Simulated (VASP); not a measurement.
# GaSb (Pm-3m) in VASP: settings compared, part 2 of 2

VASP 6.6.1. The steps go on from the part before.

## (5) Relaxation of cell and atoms, PBE

This run uses another cell than the first one, of 19.26 Å³/atom, 0.838 times its volume.

INCAR

```
PREC = Accurate
ENCUT = 600
EDIFF = 1E-7
ISMEAR = -1
SIGMA = 0.02
LREAL = False
LASPH = True
NELM = 100
ALGO = Normal
ISIF = 3
LWAVE = False
LCHARG = False
GGA = PE
IBRION = 2
NSW = 80
EDIFFG = -0.005
```

KPOINTS

```
Automatic mesh
0
Gamma
  8 8 8
```

POSCAR

```
GaSb
1.0
    3.3773743671      0.0000000000      0.0000000000
    0.0000000000      3.3773743671      0.0000000000
    0.0000000000      0.0000000000      3.3773743671
Ga Sb
1 1
Direct
    0.0000000000      0.0000000000      0.0000000000
    0.5000000000      0.5000000000      0.5000000000
```

Potentials or basis: VASP PAW PBE potentials, release 64 (Ga_d, Sb).

Launch:

```console
> cat potpaw_PBE.64/Ga_d/POTCAR potpaw_PBE.64/Sb/POTCAR > POTCAR
> mpirun -np 1 vasp_std > vasp.out
```

OUTCAR:

```text
PREC = Accurate
   ENCUT = 600
   EDIFF = 1E-7
   ISMEAR = -1
   LREAL = False
   LASPH = True
   NELM = 100
   ISIF = 3
   GGA = PE
   IBRION = 2
   NSW = 80
   EDIFFG = -0.005

 ion  position               nearest neighbor table
   1  0.000  0.000  0.000-   2 2.92   2 2.92   2 2.92   2 2.92   2 2.92   2 2.92   2 2.92   2 2.92

   2  0.500  0.500  0.500-   1 2.92   1 2.92   1 2.92   1 2.92   1 2.92   1 2.92   1 2.92   1 2.92

  LATTYP: Found a simple cubic cell.
 ALAT       =     3.3773743671

  Lattice vectors:

 A1 = (   3.3773743671,   0.0000000000,   0.0000000000)
 A2 = (   0.0000000000,   3.3773743671,   0.0000000000)
 A3 = (   0.0000000000,   0.0000000000,   3.3773743671)

Analysis of symmetry for initial positions (statically):
=====================================================================
 Subroutine PRICEL returns:
 Original cell was already a primitive cell.

 Routine SETGRP: Setting up the symmetry group for a
 simple cubic supercell.

 Subroutine GETGRP returns: Found 48 space group operations
 (whereof 48 operations were pure point group operations)
 out of a pool of 48 trial point group operations.

The static configuration has the point symmetry O_h .

Analysis of symmetry for dynamics (positions and initial velocities):
=====================================================================
 Subroutine PRICEL returns:
 Original cell was already a primitive cell.

 Routine SETGRP: Setting up the symmetry group for a
 simple cubic supercell.

 Subroutine GETGRP returns: Found 48 space group operations
 (whereof 48 operations were pure point group operations)
 out of a pool of 48 trial point group operations.

The dynamic configuration has the point symmetry O_h .

 Subroutine INISYM returns: Found 48 space group operations
 (whereof 48 operations are pure point group operations),
 and found     1 'primitive' translations

----------------------------------------------------------------------------------------

[... 129 lines left out ...]
   NGX = 13   NGY = 13   NGZ = 13

--------------------------------------- Ionic step        1  -------------------------------------------

 number of electron      18.0000013 magnetization

 Free energy of the ion-electron system (eV)
  ---------------------------------------------------
  ext. energy  EPLUGINS =         0.00000000
  ---------------------------------------------------
  free energy    TOTEN  =        -6.37865901 eV

  energy without entropy =       -6.37590158  energy(sigma->0) =       -6.37728030

------------------------ aborting loop because EDIFF is reached ----------------------------------------

  FORCE on cell =-STRESS in cart. coord.  units (eV):
  Direction    XX          YY          ZZ          XY          YZ          ZX
  --------------------------------------------------------------------------------------
  -------------------------------------------------------------------------------------
  Total        4.0856002      4.0856002      4.0856002      0.0000000     -0.0000000      0.0000000
  in kB      169.9138725    169.9138725    169.9138725      0.0000000     -0.0000000      0.0000000
  external PRESSURE =     169.9138725 kB  Pullay stress =       0.0000000 kB
[... 95 lines left out ...]
--------------------------------------- Ionic step        4  -------------------------------------------

 number of electron      17.9999988 magnetization

 Free energy of the ion-electron system (eV)
  ---------------------------------------------------
  ext. energy  EPLUGINS =         0.00000000
  ---------------------------------------------------
  free energy    TOTEN  =        -6.76955943 eV

  energy without entropy =       -6.76739521  energy(sigma->0) =       -6.76847732

 E-fermi :   6.6947     XC(G=0): -10.3669

 val. band max:        6.6569334510   @ k =   0.1250   0.1250   0.0000
 cond. band min:       6.7295509033   @ k =   0.3750   0.1250   0.1250
 fundamental gap:      0.0726174523
 Fermi energy:         6.6947483258

 k-point     1 :       0.0000    0.0000    0.0000
  band No.  band energies     occupation
      1      -7.9850      2.00000
      2      -7.9850      2.00000
      3      -7.9395      2.00000
      4      -7.9395      2.00000
      5      -7.9395      2.00000
      6      -5.1635      2.00000
      7       4.5645      2.00000
      8       6.2870      2.00000
      9       6.2870      2.00000
     10       6.2870      2.00000
     11      10.9054      0.00000
     12      10.9054      0.00000
     13      15.2713      0.00000
[... 354 lines left out ...]
  band No.  band energies     occupation
      1      -8.0034      2.00000
      2      -7.9612      2.00000
      3      -7.9573      2.00000
      4      -7.9532      2.00000
      5      -7.9136      2.00000
      6      -1.8498      2.00000
      7       0.8774      2.00000
      8       3.0315      2.00000
      9       3.7407      2.00000
     10       8.0346      0.00000
     11       9.8211      0.00000
     12      11.7488      0.00000
     13      12.2399      0.00000

 [... further k-points ...]
[... 5 lines left out ...]
  --------------------------------------------------------------------------------------
  -------------------------------------------------------------------------------------
  Total       -0.0069177     -0.0069177     -0.0069177      0.0000000     -0.0000000      0.0000000
  in kB       -0.2325794     -0.2325794     -0.2325794      0.0000000     -0.0000000      0.0000000
  external PRESSURE =      -0.2325794 kB  Pullay stress =       0.0000000 kB
[... 17 lines left out ...]
  FREE ENERGIE OF THE ION-ELECTRON SYSTEM (eV)
  ---------------------------------------------------
  free  energy   TOTEN  =        -6.7695594330 eV

  energy  without entropy=       -6.7673952135  energy(sigma->0) =       -6.76847732

 reached required accuracy - stopping structural energy minimisation
```

OSZICAR:

```text
N       E                     dE             d eps       ncg     rms          rms(c)
DAV:   1     0.823462814164E+02    0.82346E+02   -0.96258E+03   926   0.215E+03
DAV:   2    -0.125281261803E+01   -0.83599E+02   -0.81207E+02  1030   0.350E+02
DAV:   3    -0.632671136776E+01   -0.50739E+01   -0.50225E+01  1105   0.715E+01
[... 37 lines left out ...]
DAV:   3    -0.676965228657E+01    0.80947E-03   -0.10179E-03  1110   0.541E-01    0.376E-02
DAV:   4    -0.676956614751E+01    0.86139E-04   -0.82927E-05  1214   0.134E-01    0.102E-02
DAV:   5    -0.676955964126E+01    0.65063E-05   -0.57022E-06  1047   0.321E-02    0.299E-03
DAV:   6    -0.676955936676E+01    0.27450E-06   -0.11478E-06   925   0.190E-02    0.767E-04
DAV:   7    -0.676955943298E+01   -0.66225E-07   -0.63921E-08   470   0.429E-03
   4 F= -.67695594E+01 E0= -.67684773E+01  d E =-.390900E+00
```

CONTCAR:

```text
GaSb
   1.00000000000000
     3.6255001002055152   -0.0000000000000000    0.0000000000000000
     0.0000000000000000    3.6255001002055152    0.0000000000000000
    -0.0000000000000000   -0.0000000000000000    3.6255001002055152
  Ga              Sb
     1     1
Direct
     0.0000000000000000    0.0000000000000000    0.0000000000000000
     0.5000000000000000    0.5000000000000000    0.5000000000000000

  0.00000000E+00  0.00000000E+00  0.00000000E+00
  0.00000000E+00  0.00000000E+00  0.00000000E+00
```

Run time: 89 s. Hardware: 1 thread of Intel Xeon 6975P-C, shared host; peak memory 0.18 GiB.

What came out:

```yaml
Free_energy: -6.7696 eV
Relaxed_volume: 23.83 Å³/atom
Relaxed_cell: a = 3.626 Å, b = 3.626 Å, c = 3.626 Å, α = 90.00°, β = 90.00°, γ = 90.00°
Space_group_after_relaxing_to_0.05_Å: Pm-3m (No. 221)
Energy_gained_by_relaxing: 195.5 meV/atom
Ionic_steps: 4
Pressure_after_relaxing: 0.0 GPa
```

The path:
```csv
step,energy change (eV),largest force (eV/Å),pressure (GPa),volume (Å³)
1,0.0000,0.0000,16.99,38.52
2,-0.3569,0.0000,-2.92,51.07
3,-0.3907,0.0000,0.24,47.41
4,-0.3909,0.0000,-0.02,47.65
```

Final structure:
```
Ga Sb
1.0
     3.62550    0.00000    0.00000
     0.00000    3.62550    0.00000
     0.00000    0.00000    3.62550
Ga Sb
1 1
Direct
  0.00000 0.00000 0.00000
  0.50000 0.50000 0.50000
```

Levels at points of the mesh, in eV from the Fermi level:
```tsv
k point	band 7	band 8	band 9	band 10	band 11	band 12
(0.00, 0.00, 0.00)	-2.13	-0.41	-0.41	-0.41	4.21	4.21
(0.50, 0.00, 0.00)	-7.62	1.74	1.74	2.31	2.79	3.78
(0.50, 0.50, 0.00)	-4.88	-4.56	-4.56	2.81	5.23	6.17
(0.50, 0.50, 0.50)	-3.24	-2.23	-2.23	-2.23	-0.47	-0.47
```

Caveat: the volume moved by over 15 % at a fixed basis, so the end points are rough; the bands computed are all filled at some k points, so no gap is given; spin-orbit coupling is left out, which moves the levels of the heavy elements.

## (6) The runs side by side

```tsv
task	level	cell	cutoff (eV)	gap on the mesh (eV)	pressure (GPa)
single point	PBE	a = 3.582 Å, 2 atoms	520	none	1.9
single point	PBE	a = 3.625 Å, 2 atoms	520	none	0.0
single point	r2SCAN	a = 3.582 Å, 2 atoms	520	none	0.3
relaxation of cell and atoms	PBE	relaxed from a = 3.377 Å, 2 atoms	600	-	0.0
```

Alike in all rows: potentials or basis VASP PAW PBE potentials, release 64 (Ga_d, Sb); no spin polarisation; k mesh 8 × 8 × 8; smearing fermi-dirac 0.02 eV.

Caveats: spin-orbit coupling is left out, which moves the levels of the heavy elements; the PAW data sets were made with another functional, which shifts forces and pressure a little (some runs); the volume moved by over 15 % at a fixed basis, so the end points are rough (some runs); the bands computed are all filled at some k points, so no gap is given (some runs).

Absolute energies hang on the potentials; compare differences alone.
